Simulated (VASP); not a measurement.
# TaN (P6_3mc) in VASP: further runs, part 2 of 2

VASP 6.6.1. The steps go on from the part before.

## 5. Single point, PBEsol (14.30 Å³/atom)

The input, INCAR:

```
SYSTEM = TaN
PREC = Accurate
ENCUT = 520
EDIFF = 1E-7
ISMEAR = 0
SIGMA = 0.15
LREAL = .FALSE.
LASPH = .TRUE.
NELM = 60
ALGO = Normal
ISIF = 2
LWAVE = .FALSE.
LCHARG = .FALSE.
GGA = PS
NBANDS = 24
```

The input, KPOINTS:

```
regular mesh
0
G
  18 18 8
  0 0 0
```

The input, POSCAR:

```
TaN
1.0
    3.1564897184      0.0000000000      0.0000000000
   -1.5782448592      2.7336002829      0.0000000000
    0.0000000000      0.0000000000      6.6305223024
Ta N
2 2
Direct
    0.3333333333      0.6666666667      0.0301041378
    0.6666666667      0.3333333333      0.5301041378
    0.3333333333      0.6666666667      0.3548958622
    0.6666666667      0.3333333333      0.8548958622
```

Potentials or basis: VASP PAW PBE potentials, release 64 (Ta_pv, N).

Launch:

```sh
$ cat potpaw_PBE.64/Ta_pv/POTCAR potpaw_PBE.64/N/POTCAR > POTCAR
$ mpirun -np 1 vasp_std > vasp.out
```

OUTCAR:

```text
SYSTEM = TaN
   PREC = Accurate
   ENCUT = 520
   EDIFF = 1E-7
   ISMEAR = 0
   LREAL = .FALSE.
   LASPH = .TRUE.
   NELM = 60
   ISIF = 2
   GGA = PS

 ion  position               nearest neighbor table
   1  0.333  0.667  0.030-   3 2.15   4 2.16   4 2.16   4 2.16
   2  0.667  0.333  0.530-   4 2.15   3 2.16   3 2.16   3 2.16
   3  0.333  0.667  0.355-   1 2.15   2 2.16   2 2.16   2 2.16
   4  0.667  0.333  0.855-   2 2.15   1 2.16   1 2.16   1 2.16

  LATTYP: Found a hexagonal cell.
 ALAT       =     3.1564897184
 C/A-ratio  =     2.1006000000

  Lattice vectors:

 A1 = (   3.1564897184,   0.0000000000,   0.0000000000)
 A2 = (  -1.5782448592,   2.7336002829,   0.0000000000)
 A3 = (   0.0000000000,   0.0000000000,   6.6305223024)

Analysis of symmetry for initial positions (statically):
=====================================================================
 Subroutine PRICEL returns:
 Original cell was already a primitive cell.

 Routine SETGRP: Setting up the symmetry group for a
 hexagonal supercell.
[... 170 lines left out ...]
  free energy    TOTEN  =       -44.95270585 eV

  energy without entropy =      -44.93915857  energy(sigma->0) =      -44.94593221

 E-fermi :   5.2304     XC(G=0): -11.8479

 val. band max:        5.2187838475   @ k =   0.1111  -0.0000   0.3750
 cond. band min:       5.2320233669   @ k =   0.3333   0.2778   0.0000
 fundamental gap:      0.0132395194
 Fermi energy:         5.2303796594

 k-point     1 :       0.0000    0.0000    0.0000
  band No.  band energies     occupation
      1     -30.1551      2.00000
      2     -29.9965      2.00000
      3     -29.7506      2.00000
      4     -29.7506      2.00000
      5     -29.7400      2.00000
      6     -29.7400      2.00000
[... 637 lines left out ...]
     23      10.1606      0.00000
     24      11.0021      0.00000

 [... further k-points ...]

------------------------ aborting loop because EDIFF is reached ----------------------------------------

  FORCE on cell =-STRESS in cart. coord.  units (eV):
  Direction    XX          YY          ZZ          XY          YZ          ZX
  --------------------------------------------------------------------------------------
  -------------------------------------------------------------------------------------
  Total       -5.7956454     -5.7956454    -16.3868298      0.0000000      0.0000000      0.0000000
  in kB     -162.3025192   -162.3025192   -458.9003573      0.0000000      0.0000000      0.0000000
  external PRESSURE =    -261.1684652 kB  Pullay stress =       0.0000000 kB

 VOLUME and BASIS-vectors are now :
 -----------------------------------------------------------------------------
  energy-cutoff  :      520.00
  volume of cell :       57.21
      direct lattice vectors                 reciprocal lattice vectors
     3.156489718  0.000000000  0.000000000     0.316807622  0.182908966  0.000000000
    -1.578244859  2.733600283  0.000000000     0.000000000  0.365817931  0.000000000
     0.000000000  0.000000000  6.630522302     0.000000000  0.000000000  0.150817681

 POSITION                                       TOTAL-FORCE (eV/Angst)
 -----------------------------------------------------------------------------------
     -0.00000      1.82240      0.19961        -0.000000     -0.000000      0.657207
      1.57824      0.91120      3.51487         0.000000      0.000000      0.657207
     -0.00000      1.82240      2.35314         0.000000      0.000000     -0.657207
      1.57824      0.91120      5.66841        -0.000000     -0.000000     -0.657207
 -----------------------------------------------------------------------------------
    total drift:                               -0.000000      0.000000      0.000656

  FREE ENERGIE OF THE ION-ELECTRON SYSTEM (eV)
  ---------------------------------------------------
  free  energy   TOTEN  =       -44.9527058505 eV

  energy  without entropy=      -44.9391585704  energy(sigma->0) =      -44.94593221
```

It took 74 s on 1 thread of Intel Xeon 6975P-C (Granite Rapids), shared host; peak memory 0.33 GiB.

Results:

- Free energy: -44.9527 eV
- Pressure: -26.1 GPa
- Largest force: 0.657 eV/Å
- Band gap on the k mesh: zero (bands 16 and 17 overlap by 0.03 eV)

Forces on the atoms (eV/Å):
```
Ta   0.000  0.000  0.657
Ta   0.000  0.000  0.657
N    0.000  0.000 -0.657
N    0.000  0.000 -0.657
```

Levels at points of the mesh, in eV from the Fermi level:
```
           k point  band 13  band 14  band 15  band 16  band 17  band 18  band 19  band 20
(0.00, 0.00, 0.00)    -3.67    -3.67    -1.03    -0.29     0.56     0.56     1.97     1.97
(0.50, 0.00, 0.00)    -4.26    -3.10    -1.87    -0.49     0.80     1.88     2.73     3.54
(0.00, 0.00, 0.50)    -3.98    -3.98    -0.06    -0.06     1.11     1.11     1.11     1.11
(0.50, 0.00, 0.50)    -3.86    -3.86    -0.94    -0.94     1.18     1.18     3.38     3.38
```

Caveat: the cell stands under tension; the PAW data sets were made with another functional, which shifts forces and pressure a little; spin-orbit coupling is left out, which moves the levels of the heavy elements.

## 6. Summary

```tsv
cell	gap on the mesh (eV)	pressure (GPa)	largest force (eV/Å)
a = 3.286, b = 3.286, c = 6.118 Å, angles 90.0, 90.0, 120.0°, 4 atoms	none	-21.8	0.47
a = 3.199, b = 3.199, c = 6.455 Å, angles 90.0, 90.0, 120.0°, 4 atoms	none	-25.5	0.45
a = 3.242, b = 3.242, c = 6.285 Å, angles 90.0, 90.0, 120.0°, 4 atoms	none	-24.1	0.08
a = 3.156, b = 3.156, c = 6.631 Å, angles 90.0, 90.0, 120.0°, 4 atoms	none	-26.1	0.66
```

Alike in all rows: task single point; level PBEsol; potentials or basis VASP PAW PBE potentials, release 64 (Ta_pv, N); no spin polarisation; k mesh 18 × 18 × 8; cutoff (eV) 520; smearing gaussian 0.15 eV.

Caveats: the cell stands under tension; the PAW data sets were made with another functional, which shifts forces and pressure a little; spin-orbit coupling is left out, which moves the levels of the heavy elements.

Total energies depend on the potentials used, so only differences within one code and one set of settings carry meaning.
